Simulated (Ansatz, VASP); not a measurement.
**One calculation of ZnO, two programs**

```xyz
4
Lattice="3.2795 0.0000 0.0000 -1.6397 2.8401 0.0000 0.0000 0.0000 5.2938" Properties=species:S:1:pos:R:3 pbc="T T T"
Zn    0.0000    1.8934    2.6467
Zn    1.6397    0.9467   -0.0002
O     1.6397    0.9467    2.0066
O     0.0000    1.8934    4.6534
```

Alike in both runs: functional PBE; k mesh 21 × 21 × 12; occupations gaussian, width 0.02 eV; no spin polarisation.

Ansatz relaxed the structure, and its values are those at the end. VASP's run is a single point on that final structure, the one shown.

```csv
,VASP,Ansatz
version,VASP 6.6.1,Ansatz 0.2.0
potentials or method,"VASP PAW PBE potentials, release 64 (Zn, O)","scalar-relativistic, plane waves, PAW"
plane-wave cutoff (eV),520,420
valence electrons in the cell,36,36
```

|  | VASP | Ansatz | Ansatz less VASP |
| --- | --- | --- | --- |
| gap on the k mesh at the Fermi level (eV) | 0.73 | 0.74 | +0.016 |
| least direct gap on the mesh (eV) | 0.73 | 0.74 | +0.016 |
| pressure (GPa) | 0.9 | 0.0 | -0.89 |
